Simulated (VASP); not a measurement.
# InSe in VASP: a series of runs

The runs below take InSe through single point, with PBE.

All numbers are computed with VASP 6.6.1; they aren't measurements. Logs are shortened: lines on timing, memory, paths and dates and some standing lists are left out, and cuts for length are marked.

### 1 The cell of the first run

The structure is monoclinic, space group C2/m (No. 12). Conventional cell: a = 11.736 Å, b = 4.110 Å, c = 4.732 Å, α = 90.00°, β = 109.76°, γ = 90.00°. In (site symmetry m) has 3 Se at 2.61 to 2.80 Å and 1 In at 2.74 Å within 3.4 Å. Within 3.4 Å of Se (site symmetry m) lie 3 In at 2.61 to 2.80 Å.

### 2 Single point, PBE (zz strain of +3 %)

Contents of INCAR:

```
ALGO = Normal
EDIFF = 1E-7
ENCUT = 520
GGA = PE
ISIF = 2
ISMEAR = -1
LASPH = T
LCHARG = F
LREAL = F
LWAVE = F
NBANDS = 27
NELM = 60
PREC = Accurate
SIGMA = 0.02
```

Contents of KPOINTS:

```
k-points
0
Gamma
  7 7 6
```

Contents of POSCAR:

```
InSe
1.0
    5.8679026766     -2.0550000000      0.0000000000
    5.8679026766      2.0550000000      0.0000000000
   -1.5994156962      0.0000000000      4.4533660986
In Se
2 2
Direct
    0.8840000000      0.8840000000      0.0050000000
    0.1160000000      0.1160000000      0.9950000000
    0.6600000000      0.6600000000      0.6420000000
    0.3400000000      0.3400000000      0.3580000000
```

Potentials or basis: VASP PAW PBE potentials, release 64 (In_d, Se).

Run with:

```sh
cat potpaw_PBE.64/In_d/POTCAR potpaw_PBE.64/Se/POTCAR > POTCAR
mpirun -np 1 vasp_std > vasp.out
```

OUTCAR:

```text
EDIFF = 1E-7
   ENCUT = 520
   GGA = PE
   ISIF = 2
   ISMEAR = -1
   LASPH = T
   LREAL = F
   NELM = 60
   PREC = Accurate

 ion  position               nearest neighbor table
   1  0.884  0.884  0.005-   3 2.61   2 2.74   4 2.80   4 2.80   2 3.74   2 3.74
   2  0.116  0.116  0.995-   4 2.61   1 2.74   3 2.80   3 2.80   1 3.74   1 3.74
   3  0.660  0.660  0.642-   1 2.61   2 2.80   2 2.80
   4  0.340  0.340  0.358-   2 2.61   1 2.80   1 2.80

  LATTYP: Found a base centered monoclinic cell.
 ALAT       =    11.7358053532
 B/A-ratio  =     0.3502103074
 C/A-ratio  =     0.4031994859
 COS(beta)  =    -0.3380091729

  Lattice vectors:

 A1 = (   5.8679026766,  -2.0550000000,   0.0000000000)
 A2 = (   5.8679026766,   2.0550000000,   0.0000000000)
 A3 = (  -1.5994156962,   0.0000000000,   4.4533660986)

Analysis of symmetry for initial positions (statically):
=====================================================================
 Subroutine PRICEL returns:
 Original cell was already a primitive cell.

 Routine SETGRP: Setting up the symmetry group for a
 base centered monoclinic supercell.

 Subroutine GETGRP returns: Found  4 space group operations
 (whereof  4 operations were pure point group operations)
 out of a pool of  4 trial point group operations.

The static configuration has the point symmetry C_2h.

Analysis of symmetry for dynamics (positions and initial velocities):
=====================================================================
 Subroutine PRICEL returns:
 Original cell was already a primitive cell.

 Routine SETGRP: Setting up the symmetry group for a
 base centered monoclinic supercell.

 Subroutine GETGRP returns: Found  4 space group operations
 (whereof  4 operations were pure point group operations)
 out of a pool of  4 trial point group operations.

The dynamic configuration has the point symmetry C_2h.

 Subroutine INISYM returns: Found  4 space group operations
 (whereof  4 operations are pure point group operations),
 and found     1 'primitive' translations

----------------------------------------------------------------------------------------

                                     Primitive cell

  volume of cell :     107.4022

  direct lattice vectors                    reciprocal lattice vectors
     5.867902677 -2.055000000  0.000000000     0.085209321 -0.243309002  0.030602722
     5.867902677  2.055000000  0.000000000     0.085209321  0.243309002  0.030602722
    -1.599415696  0.000000000  4.453366099     0.000000000  0.000000000  0.224549246

  length of vectors
     6.217339208  6.217339208  4.731870685     0.259608216  0.259608216  0.224549246

  position of ions in fractional coordinates (direct lattice)
     0.884000000  0.884000000  0.005000000
     0.116000000  0.116000000  0.995000000
     0.660000000  0.660000000  0.642000000
     0.340000000  0.340000000  0.358000000

  ion indices of the primitive-cell ions
   primitive index   ion index
                 1           1
                 2           2
                 3           3
                 4           4

----------------------------------------------------------------------------------------

 KPOINTS: k-points

Automatic generation of k-mesh.
 Grid dimensions read from file:
 generate k-points for:    7    7    6

 Generating k-lattice:

  Cartesian coordinates                     Fractional coordinates (reciprocal lattice)
     0.012172760 -0.034758429  0.004371817     0.142857143  0.000000000  0.000000000
     0.012172760  0.034758429  0.004371817     0.000000000  0.142857143  0.000000000
     0.000000000  0.000000000  0.037424874     0.000000000  0.000000000  0.166666667

  Length of vectors
     0.037086888  0.037086888  0.037424874

  Shift w.r.t. Gamma in fractional coordinates (k-lattice)
     0.000000000  0.000000000  0.000000000

 Subroutine IBZKPT returns following result:
 ===========================================

 Found     88 irreducible k-points:

 Following reciprocal coordinates:
            Coordinates               Weight
  0.000000  0.000000  0.000000      1.000000
  0.142857 -0.000000  0.000000      4.000000
  0.285714 -0.000000 -0.000000      4.000000
  0.428571 -0.000000 -0.000000      4.000000
  0.142857  0.142857  0.000000      2.000000
  0.285714  0.142857  0.000000      4.000000
[... 16 lines left out ...]
 -0.142857  0.000000  0.166667      4.000000
  0.142857  0.142857  0.166667      2.000000
 [... further k-points ...]
   k-points           NKPTS =     88   k-points in BZ     NKDIM =     88   number of bands    NBANDS=     27
   number of dos      NEDOS =    301   number of ions     NIONS =      4
   total plane-waves  NPLWV =  82944
   dimension x,y,z NGX =    48 NGY =   48 NGZ =   36
   dimension x,y,z NGXF=    96 NGYF=   96 NGZF=   72
   ions per type =               2   2
   NGX,Y,Z   is equivalent  to a cutoff of  12.83, 12.83, 12.65 a.u.
   NGXF,Y,Z  is equivalent  to a cutoff of  25.67, 25.67, 25.30 a.u.
 SYSTEM =  unknown system
   PREC   = accura    normal or accurate (medium, high low for compatibility)
   ISTART =      0    job   : 0-new  1-cont  2-samecut
   ICHARG =      2    charge: 1-file 2-atom 10-const
   ISPIN  =      1    spin polarized calculation?
   LNONCOLLINEAR =      F non collinear calculations
   LSORBIT =      F    spin-orbit coupling
   LASPH  =      T    aspherical Exc in radial PAW
   ENCUT  =  520.0 eV  38.22 Ry    6.18 a.u.  11.56 11.56  8.80*2*pi/ulx,y,z
   NELM   =     60;   NELMIN=  2; NELMDL= -5     # of ELM steps
   EDIFF  = 0.1E-06   stopping-criterion for ELM
   LREAL  =      F    real-space projection
   EDIFFG = 0.1E-05   stopping-criterion for IOM
   NSW    =      0    number of steps for IOM
   IBRION =     -1    ionic relax: 0-MD 1-quasi-New 2-CG
   NFREE  =      0    steps in history (QN), initial steepest desc. (CG)
   ISIF   =      2    stress and relaxation
   ISYM   =      2    0-nonsym 1-usesym 2-fastsym
   POTIM  = 0.5000    time-step for ionic-motion
   TEBEG  =    0.0;   TEEND  =   0.0 temperature during run
   PSTRESS=    0.0 pullay stress
   NELECT =      38.0000    total number of electrons
   NUPDOWN=      -1.0000    fix difference up-down
   EMIN   =  10.00;   EMAX   =-10.00  energy-range for DOS
   EFERMI =   0.00;   METHOD = LEGACY
   ISMEAR =    -1;   SIGMA  =   0.02  broadening in eV -4-tet -1-fermi 0-gaus
   EFERMI_NEDOS =   21; number of points for ismear=-14 and -15
   IALGO  =     38    algorithm
   IMIX   =      4    mixing-type and parameters
     AMIX     =   0.40;   BMIX     =  1.00
     AMIX_MAG =   1.60;   BMIX_MAG =  1.00
  volume/ion in A,a.u.               =      26.85       181.20
  Fermi-wavevector in a.u.,A,eV,Ry     =   1.157884  2.188083 18.241262  1.340695
  Thomas-Fermi vector in A             =   2.294491
   LORBIT       =      0    0 simple, 1 ext, 2 COOP (PROOUT), +10 PAW based schemes
   GGA     = PE    functional components
   LHFCALC =     F    Hartree Fock is set to
   AEXX    =    0.0000 exact exchange contribution
   IVDW    =     0    specifies the selected vdW correction
   LEPSILON=     F    determine dielectric tensor
   LRPA    =     F    only Hartree local field effects (RPA)
 non-spin polarized calculation
  energy-cutoff  :      520.00
  volume of cell :      107.40
 maximum number of plane-waves:      2911
 NGX is ok and might be reduce to    48
   NGX = 23   NGY = 23   NGZ = 17

 number of electron      37.9999998 magnetization

 Free energy of the ion-electron system (eV)
  ---------------------------------------------------
  ext. energy  EPLUGINS =         0.00000000
  ---------------------------------------------------
  free energy    TOTEN  =       -13.91153148 eV

  energy without entropy =      -13.91153148  energy(sigma->0) =      -13.91153148

 E-fermi :   5.0328     XC(G=0):  -9.4412

 val. band max:        4.5807900512   @ k =  -0.2857  -0.2857   0.3333
 cond. band min:       5.5418762108   @ k =   0.4286   0.4286  -0.0000
 fundamental gap:      0.9610861595
 Fermi energy:         5.0327864351

 k-point     1 :       0.0000    0.0000    0.0000
  band No.  band energies     occupation
      1     -10.0304      2.00000
      2     -10.0241      2.00000
      3      -9.7362      2.00000
      4      -9.7130      2.00000
      5      -9.6751      2.00000
      6      -9.6716      2.00000
[... 19 lines left out ...]
     26      11.4789      0.00000
     27      13.0150      0.00000

 k-point     2 :       0.1429   -0.0000    0.0000
  band No.  band energies     occupation
      1     -10.0440      2.00000
      2     -10.0006      2.00000
      3      -9.7681      2.00000
      4      -9.7078      2.00000
      5      -9.6883      2.00000
      6      -9.6626      2.00000
[... 19 lines left out ...]
     26      11.4298      0.00000
     27      12.9632      0.00000

 k-point     3 :       0.2857   -0.0000   -0.0000
  band No.  band energies     occupation
      1     -10.0496      2.00000
      2      -9.9786      2.00000
      3      -9.8115      2.00000
      4      -9.7347      2.00000
      5      -9.6852      2.00000
      6      -9.6721      2.00000
[... 19 lines left out ...]
     26      12.0909      0.00000
     27      12.5442      0.00000

 k-point     4 :       0.4286   -0.0000   -0.0000
  band No.  band energies     occupation
      1     -10.0499      2.00000
      2      -9.9759      2.00000
      3      -9.8115      2.00000
      4      -9.7784      2.00000
      5      -9.6801      2.00000
      6      -9.6734      2.00000
[... 19 lines left out ...]
     26      12.0199      0.00000
     27      13.1264      0.00000
[... 516 lines left out ...]
      4      -9.7521      2.00000
      5      -9.6824      2.00000
      6      -9.6683      2.00000
[... 19 lines left out ...]
     26      11.9427      0.00000
     27      12.4685      0.00000

 k-point    23 :      -0.1429    0.0000    0.1667
  band No.  band energies     occupation
      1     -10.0436      2.00000
      2     -10.0059      2.00000
      3      -9.7694      2.00000
      4      -9.7104      2.00000
      5      -9.6922      2.00000
      6      -9.6622      2.00000
[... 19 lines left out ...]
     26      11.3161      0.00000
     27      12.8781      0.00000

 k-point    24 :       0.1429    0.1429    0.1667
  band No.  band energies     occupation
      1     -10.0708      2.00000
      2      -9.9737      2.00000
      3      -9.7570      2.00000
      4      -9.7075      2.00000
      5      -9.6772      2.00000
      6      -9.6718      2.00000
[... 19 lines left out ...]
     26      11.0744      0.00000
     27      12.2495      0.00000

 [... further k-points ...]
[... 5 lines left out ...]
  --------------------------------------------------------------------------------------
  -------------------------------------------------------------------------------------
  Total        2.5869961      0.1624811      0.0276407      0.0000000      0.0000000      1.1278118
  in kB       38.5916404      2.4238202      0.4123309      0.0000000      0.0000000     16.8241871
  external PRESSURE =      13.8092638 kB  Pullay stress =       0.0000000 kB

 VOLUME and BASIS-vectors are now :
 -----------------------------------------------------------------------------
  energy-cutoff  :      520.00
  volume of cell :      107.40
      direct lattice vectors                 reciprocal lattice vectors
     5.867902677 -2.055000000  0.000000000     0.085209321 -0.243309002  0.030602722
     5.867902677  2.055000000  0.000000000     0.085209321  0.243309002  0.030602722
    -1.599415696  0.000000000  4.453366099     0.000000000  0.000000000  0.224549246

 POSITION                                       TOTAL-FORCE (eV/Angst)
 -----------------------------------------------------------------------------------
     10.36645      0.00000      0.02227        -0.385553      0.000000      0.540282
     -0.23007      0.00000      4.43110         0.385553      0.000000     -0.540282
      6.71881      0.00000      2.85906        -0.640862      0.000000      0.159333
      3.41758      0.00000      1.59431         0.640862      0.000000     -0.159333
 -----------------------------------------------------------------------------------
    total drift:                               -0.000000     -0.000000      0.000000

  FREE ENERGIE OF THE ION-ELECTRON SYSTEM (eV)
  ---------------------------------------------------
  free  energy   TOTEN  =       -13.9115314787 eV

  energy  without entropy=      -13.9115314787  energy(sigma->0) =      -13.91153148
```

Wall time 2.6 min (1 thread of Intel Xeon 6975P-C (Granite Rapids), shared host); peak memory 0.41 GiB.

What came out:

```
Free energy            : -13.9115 eV
Pressure               : 1.4 GPa
Largest force          : 0.664 eV/Å
Band gap on the k mesh : 0.96 eV, indirect (least direct gap 1.34 eV)
```

Forces in eV/Å, atoms in the order of the input:
```
In  -0.386  0.000  0.540
In   0.386  0.000 -0.540
Se  -0.641  0.000  0.159
Se   0.641  0.000 -0.159
```

Stress tensor (GPa, compression positive):
```
3.86 0.00 1.68
0.00 0.24 0.00
1.68 0.00 0.04
```

Caveat: the cell differs from its parent crystal (zz strain of +3 %); spin-orbit coupling is left out, which moves the levels of the heavy elements. A k mesh can miss the band edges.

### 3 Single point, PBE (equal xy, yz and zx shear strains of +1 %)

Contents of INCAR:

```
PREC = Accurate
ENCUT = 520
EDIFF = 1E-7
ISMEAR = -1
SIGMA = 0.02
LREAL = F
LASPH = T
NELM = 100
ALGO = Normal
ISIF = 2
LWAVE = F
LCHARG = F
GGA = PE
NBANDS = 27
```

Contents of KPOINTS:

```
regular mesh
0
Gamma
  7 7 6
```

Contents of POSCAR:

```
InSe
1.0
    5.8576276766     -2.0256604866      0.0190645134
    5.8781776766      2.0843395134      0.0396145134
   -1.5777974142      0.0136212036      4.3156593279
In Se
2 2
Direct
    0.8840000000      0.8840000000      0.0050000000
    0.1160000000      0.1160000000      0.9950000000
    0.6600000000      0.6600000000      0.6420000000
    0.3400000000      0.3400000000      0.3580000000
```

Potentials or basis: VASP PAW PBE potentials, release 64 (In_d, Se).

Run with:

```sh
cat potpaw_PBE.64/In_d/POTCAR potpaw_PBE.64/Se/POTCAR > POTCAR
mpirun -np 1 vasp_std > vasp.out
```

Wall time 12 min (1 thread of AMD EPYC 7R43 (Zen 3), shared host); peak memory 0.49 GiB.

Results (log left out):

```yaml
Free_energy: -13.9018 eV
Pressure: 2.9 GPa
Largest_force: 0.700 eV/Å
Band_gap_on_the_k_mesh: 0.90 eV, indirect (least direct gap 1.34 eV)
```

Forces in eV/Å, atoms in the order of the input:
```
In  -0.158  0.012  0.474
In   0.158 -0.012 -0.474
Se  -0.689  0.041 -0.116
Se   0.689 -0.041  0.116
```

Stress tensor (GPa, compression positive):
```
 5.14 -0.14  1.82
-0.14  1.49 -0.20
 1.82 -0.20  2.00
```

Levels at points of the mesh, in eV from the valence-band top:
```
           k point  band 16  band 17  band 18  band 19  band 20  band 21  band 22  band 23
(0.00, 0.00, 0.00)    -2.76    -2.30    -1.77    -1.16     2.76     3.50     4.38     4.66
(0.00, 0.00, 0.50)    -1.63    -1.60    -1.18    -0.37     1.08     2.28     3.36     3.60
```

Caveat: the cell differs from its parent crystal (equal xy, yz and zx shear strains of +1 %); spin-orbit coupling is left out, which moves the levels of the heavy elements. A k mesh can miss the band edges.

### 4 Single point, PBE (equal xy, yz and zx shear strains of -2 %)

Contents of INCAR:

```
ALGO = Normal
EDIFF = 1E-6
ENCUT = 520
GGA = PE
ISIF = 2
ISMEAR = -1
LASPH = T
LCHARG = F
LREAL = F
LWAVE = F
NBANDS = 27
NELM = 80
PREC = Accurate
SIGMA = 0.02
```

Contents of KPOINTS:

```
k-points
0
Gamma
  7 7 6
```

Contents of POSCAR:

```
InSe
1.0
    5.8884526766     -2.1136790268     -0.0381290268
    5.8473526766      1.9963209732     -0.0792290268
   -1.6426522603     -0.0272424071      4.3396505634
In Se
2 2
Direct
    0.8840000000      0.8840000000      0.0050000000
    0.1160000000      0.1160000000      0.9950000000
    0.6600000000      0.6600000000      0.6420000000
    0.3400000000      0.3400000000      0.3580000000
```

Run with:

```sh
cat potpaw_PBE.64/In_d/POTCAR potpaw_PBE.64/Se/POTCAR > POTCAR
mpirun -np 1 vasp_std > vasp.out
```

It took 11 min on 1 thread of Oxide Virtual Turin-like, shared host; peak memory 0.49 GiB.

It converged, with:

```yaml
Free_energy: -13.8472 eV
Pressure: 3.2 GPa
Largest_force: 0.960 eV/Å
Band_gap_on_the_k_mesh: 1.03 eV, indirect (least direct gap 1.35 eV)
```

Forces in eV/Å, atoms in the order of the input:
```
In  -0.002 -0.025  0.625
In   0.002  0.025 -0.625
Se  -0.920 -0.078 -0.264
Se   0.920  0.078  0.264
```

Stress tensor (GPa, compression positive):
```
5.94 0.25 3.39
0.25 1.13 0.41
3.39 0.41 2.68
```

Levels at points of the mesh, in eV from the valence-band top:
```
           k point  band 17  band 18  band 19  band 20  band 21  band 22
(0.00, 0.00, 0.00)    -2.21    -1.73    -1.07     2.84     3.57     4.41
(0.00, 0.00, 0.50)    -1.54    -1.07    -0.41     1.14     2.42     3.40
```

Caveat: the cell differs from its parent crystal (equal xy, yz and zx shear strains of -2 %); spin-orbit coupling is left out, which moves the levels of the heavy elements. A k mesh can miss the band edges.

### 5 The runs side by side

```tsv
cell	gap on the mesh (eV)	pressure (GPa)	largest force (eV/Å)
a = 6.217, b = 6.217, c = 4.732 Å, angles 108.6, 108.6, 38.6°, 4 atoms	0.96	1.4	0.66
a = 6.198, b = 6.237, c = 4.595 Å, angles 108.5, 108.8, 38.6°, 4 atoms	0.90	2.9	0.70
a = 6.256, b = 6.179, c = 4.640 Å, angles 110.4, 109.7, 38.6°, 4 atoms	1.03	3.2	0.96
```

Alike in all rows: task single point; level PBE; potentials or basis VASP PAW PBE potentials, release 64 (In_d, Se); no spin polarisation; k mesh 7 × 7 × 6; cutoff (eV) 520; smearing fermi-dirac 0.02 eV.

Caveats: spin-orbit coupling is left out, which moves the levels of the heavy elements.

Absolute energies hang on the potentials; compare differences alone.
